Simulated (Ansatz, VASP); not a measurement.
**Two plane-wave programs on Si3C**

The input INCAR:

```
SYSTEM = Si3C
  PREC = Accurate
  ENCUT = 600
  EDIFF = 1E-6
  ISMEAR = 0
  SIGMA = 0.1
  LREAL = .FALSE.
  LASPH = .TRUE.
  NELM = 100
  ALGO = Normal
  ISIF = 3
  LWAVE = .FALSE.
  LCHARG = .FALSE.
  GGA = PE
  IBRION = 2
  NSW = 90
  EDIFFG = -0.04
```

File KPOINTS:

```
regular mesh
0
G
  6 6 4
  0 0 0
```

The input POSCAR:

```
Si3C
1.0
    2.5127878548      0.0000000000      0.0000000000
    0.0000000000      2.7996740524      0.0000000000
    0.0000000000      0.0000000000      7.3613588199
Si C
3 1
Direct
    0.0000000000      0.5000000000      0.1815955687
    0.0000000000      0.0000000000      0.5000000000
    0.0000000000      0.5000000000      0.8184044313
    0.0000000000      0.0000000000      0.0000000000
```

Input for Ansatz:

```yaml
crystal:
  lattice:
    - [2.5127878548, 0.0, 0.0]
    - [0.0, 2.7996740524, 0.0]
    - [0.0, 0.0, 7.3613588199]
  atoms:
    - { symbol: Si, position: [0.0, 0.5, 0.1815955687] }
    - { symbol: Si, position: [0.0, 0.0, 0.5] }
    - { symbol: Si, position: [0.0, 0.5, 0.8184044313] }
    - { symbol: C, position: [0.0, 0.0, 0.0] }
basis:
  ecutwfc: 420
kpoints:
  mp_grid: { grid: [6, 6, 4] }
hamiltonian:
  xc: pbe
scf:
  occupations: { method: gaussian, width: 0.1 }
  lower_state_search: "off"
output:
  forces: true
  stress: true
  eigenvalues: true
relax:
  adjacent_minimum: "off"
  f_tol: 0.04
  max_steps: 70
  cell: { stress_tol: 0.4 }
```

Change from the starting cell: species swapped into the Sn3Pb type (Pmmm, No. 47).

Alike in both runs: task relaxation of cell and atoms; functional PBE; k mesh 6 × 6 × 4; occupations gaussian, width 0.1 eV; no spin polarisation.

|  | VASP | Ansatz |
| --- | --- | --- |
| version | VASP 6.6.1 | Ansatz 0.2.0 |
| potentials or method | VASP PAW PBE potentials, release 64 (Si, C), cutoff 600 eV | scalar-relativistic, plane waves, PAW |
| valence electrons in the cell | 16 | 16 |

VASP gave:

* gap on the k mesh at the Fermi level, each at its own relaxed structure (eV): none
* relaxed volume (Å³/atom): 12.98
* relaxed cell length with the largest relative difference (Å): 2.860

Question: Which values does Ansatz return?

Answer: gap on the k mesh at the Fermi level, each at its own relaxed structure (eV): none; relaxed volume (Å³/atom): 12.99; relaxed cell length with the largest relative difference (Å): 2.854.

A gap of «none» marks a metal or a gap that the smearing closes.

The k mesh is coarse, so the values compare programs but aren't converged.
